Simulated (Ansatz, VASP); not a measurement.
**Ta3N in VASP and in Ansatz**

```
Ta N
1.0
     5.45989    0.00000    0.00000
    -2.72995    4.72841    0.00000
     0.00000    0.00000    4.81119
Ta N
6 2
Direct
  0.83412 0.66825 0.25000
  0.16588 0.83412 0.75000
  0.33175 0.16588 0.25000
  0.16588 0.33175 0.75000
  0.83412 0.16588 0.25000
  0.66825 0.83412 0.75000
  0.33333 0.66667 0.25000
  0.66667 0.33333 0.75000
```

Alike in both runs: functional PBE; k mesh 6 × 6 × 4; occupations gaussian, width 0.1 eV; no spin polarisation.

Ansatz relaxed the structure, and its values are those at the end. VASP's run is a single point on that final structure, the one shown.

```csv
,VASP,Ansatz
version,VASP 6.6.1,Ansatz 0.2.0
potentials or method,"VASP PAW PBE potentials, release 64 (Ta_pv, N), cutoff 520 eV","scalar-relativistic, plane waves, PAW"
valence electrons in the cell,76,88
```

```tsv
	VASP	Ansatz	Ansatz less VASP
gap on the k mesh at the Fermi level (eV)	none	none	-
pressure (GPa)	0.5	0.3	-0.20
rms of the force components (eV/Å)	0.009	0.009	+0.0005
```

A gap of «none» marks a metal or a gap that the smearing closes. With one functional, cell and mesh, what is left measures potentials, basis and numerics. VASP's potentials hold 76 valence electrons a cell and Ansatz's 88, so a difference there can come from the potentials and not from the codes.

Neither program's run includes spin-orbit coupling.
